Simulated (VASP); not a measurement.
A run of VASP 6.6.1 is set up as follows.

POSCAR

```
CdS
1.0
    0.0000000000      2.9392138883      2.9392138883
    2.9392138883      0.0000000000      2.9392138883
    2.9392138883      2.9392138883      0.0000000000
Cd S
1 1
Direct
    0.0000000000      0.0000000000      0.0000000000
    0.2500000000      0.2500000000      0.2500000000
```

INCAR.step1

```
ALGO = Normal ; EDIFF = 1E-5
ENCUT = 520 ; GGA = PE
ISIF = 2 ; ISMEAR = 0
LASPH = True ; LREAL = False
LWAVE = True ; NBANDS = 16
NELM = 60 ; PREC = Accurate
SIGMA = 0.01
```

Contents of INCAR.step2:

```
AEXX = 0.1 ; ALGO = Normal
EDIFF = 1E-6 ; ENCUT = 520
GGA = PE ; HFSCREEN = 0.1
ISIF = 2 ; ISMEAR = 0
ISTART = 1 ; LASPH = True
LCHARG = True ; LELF = True
LHFCALC = True ; LREAL = False
LVHAR = True ; LWAVE = False
NBANDS = 16 ; NELM = 60
PREC = Accurate ; PRECFOCK = Normal
SIGMA = 0.01
```

Contents of KPOINTS:

```
k-points
0
Gamma
  4 4 4
```

Potentials or basis: VASP PAW PBE potentials, release 64 (Cd, S).

Command:

```console
$ cat potpaw_PBE.64/Cd/POTCAR potpaw_PBE.64/S/POTCAR > POTCAR
$ cp INCAR.step1 INCAR
$ mpirun -np 1 vasp_std > vasp.out
$ cp INCAR.step2 INCAR
$ mpirun -np 1 vasp_std > vasp.out
```

(1) What does it give for the pressure?

(2) Predict the band gap on the k mesh.

Answers

(1) 1.2 GPa.

(2) 1.62 eV, direct.

Caveat: the k points lie up to 0.46 Å⁻¹ apart; the PAW data sets were made with another functional, which shifts forces and pressure a little.
